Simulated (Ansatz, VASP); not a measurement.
Two plane-wave programs on Ir3S4

Contents of POSCAR:

```
Ir3S4
1.0
    0.0000000000      3.4962950300      0.0000000000
    6.1056727200      0.0000000000      0.0000000000
   -2.8673109900      1.7481470100     -5.6824529100
Ir S
3 4
Direct
    0.5000000000      0.5000000000      0.0000000000
    0.2400000000      0.7820000000      0.5200000000
    0.7600000000      0.2180000000      0.4800000000
    0.8660000000      0.4700000000      0.2680000000
    0.1340000000      0.5300000000      0.7320000000
    0.3790000000      0.9500000000      0.2420000000
    0.6210000000      0.0500000000      0.7580000000
```

Contents of INCAR.step1:

```
PREC = Accurate
ENCUT = 520
ISMEAR = -1
SIGMA = 0.1402
LREAL = False
LASPH = True
NELM = 80
NBANDS = 34
GGA = PE
ALGO = Normal
EDIFF = 1E-4
LWAVE = True
LCHARG = False
```

INCAR.step2

```
PREC = Accurate
ENCUT = 520
EDIFF = 1E-6
ISMEAR = -1
SIGMA = 0.1402
LREAL = False
LASPH = True
NELM = 80
ALGO = Normal
ISIF = 2
LWAVE = False
LCHARG = False
METAGGA = R2SCAN
LMIXTAU = True
NBANDS = 34
ISTART = 1
```

KPOINTS

```
Automatic mesh
0
Gamma
  5 4 5
```

Input for Ansatz:

```yaml
crystal:
  lattice:
    - [0.0, 3.49629503, 0.0]
    - [6.10567272, 0.0, 0.0]
    - [-2.86731099, 1.74814701, -5.68245291]
  atoms:
    - { symbol: Ir, position: [0.5, 0.5, 0.0] }
    - { symbol: Ir, position: [0.24, 0.782, 0.52] }
    - { symbol: Ir, position: [0.76, 0.218, 0.48] }
    - { symbol: S, position: [0.866, 0.47, 0.268] }
    - { symbol: S, position: [0.134, 0.53, 0.732] }
    - { symbol: S, position: [0.379, 0.95, 0.242] }
    - { symbol: S, position: [0.621, 0.05, 0.758] }
  symmetry: { tolerance: 0.0003 }
kpoints:
  mp_grid: { grid: [5, 4, 5], shift: [0, 0, 0] }
magnetization:
  spin_polarized: false
scf:
  occupations: { method: fermi_dirac, width: 0.1402 }
hamiltonian:
  pseudopotentials: { kind: paw }
  xc: r2scan
basis:
  ecutwfc: 500
output:
  forces: true
  stress: true
  eigenvalues: true
```

Alike in both runs: task single point; functional r2SCAN; k mesh 5 × 4 × 5; occupations fermi-dirac, width 0.1402 eV; no spin polarisation.

|  | VASP | Ansatz |
| --- | --- | --- |
| version | VASP 6.6.1 | Ansatz 0.2.0 |
| potentials or method | VASP PAW PBE potentials, release 64 (Ir, S), cutoff 520 eV | PAW plane waves |
| valence electrons in the cell | 51 | 75 |

|  | VASP | Ansatz | Ansatz less VASP |
| --- | --- | --- | --- |
| gap on the k mesh at the Fermi level (eV) | none | none | - |
| pressure (GPa) | -8.2 | -8.9 | -0.68 |
| traceless stress, the component that is largest in VASP (GPa) | -4.38 | -4.39 | -0.008 |
| rms of the force components (eV/Å) | 0.472 | 0.493 | +0.0216 |

VASP's potentials were made for PBE, not for r2SCAN. Atom by atom the forces differ by 0.026 eV/Å (rms over components). A gap of «none» marks a metal or a gap that the smearing closes. The functional is the same, so the differences come from potentials, cutoffs and numerics. VASP's potentials hold 51 valence electrons a cell and Ansatz's 75, so a difference there can come from the potentials and not from the codes. Ansatz's warnings: structure snapped to symmetry.

The k mesh is coarse, so the values compare programs but aren't converged. Neither program's run includes spin-orbit coupling.
